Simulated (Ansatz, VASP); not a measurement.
**Two plane-wave programs on TaAs**

```
Ta As
1.0
    -3.46290   -3.46290    0.00000
    -3.46290    3.46290    0.00000
     1.73145    1.73145   -5.86729
Ta As
4 4
Direct
  0.24983 0.75000 0.99965
  0.74983 0.25000 0.99965
  0.74983 0.50000 0.49965
  0.24983 0.00000 0.49965
  0.16757 0.25000 0.83515
  0.66757 0.75000 0.83515
  0.16757 0.50000 0.33515
  0.66757 0.00000 0.33515
```

Alike in both runs: functional PBE; k mesh 8 × 8 × 8; occupations gaussian, width 0.1 eV; no spin polarisation.

Ansatz relaxed the structure, and its values are those at the end. VASP's run is a single point on that final structure, the one shown.

|  | VASP | Ansatz |
| --- | --- | --- |
| version | VASP 6.6.1 | Ansatz 0.2.0 |
| potentials or method | VASP PAW PBE potentials, release 64 (Ta_pv, As), cutoff 520 eV | scalar-relativistic, plane waves, PAW |
| valence electrons in the cell | 64 | 112 |

VASP gave:

| Item | Value |
| --- | --- |
| gap on the k mesh at the Fermi level (eV) | none |
| pressure (GPa) | 0.4 |

Q: What did Ansatz give for the same quantities?

A: gap on the k mesh at the Fermi level (eV): none; pressure (GPa): 0.0.

A gap of «none» marks a metal or a gap that the smearing closes. VASP's potentials hold 64 valence electrons a cell and Ansatz's 112, so a difference there can come from the potentials and not from the codes.

Spin-orbit coupling is off throughout.
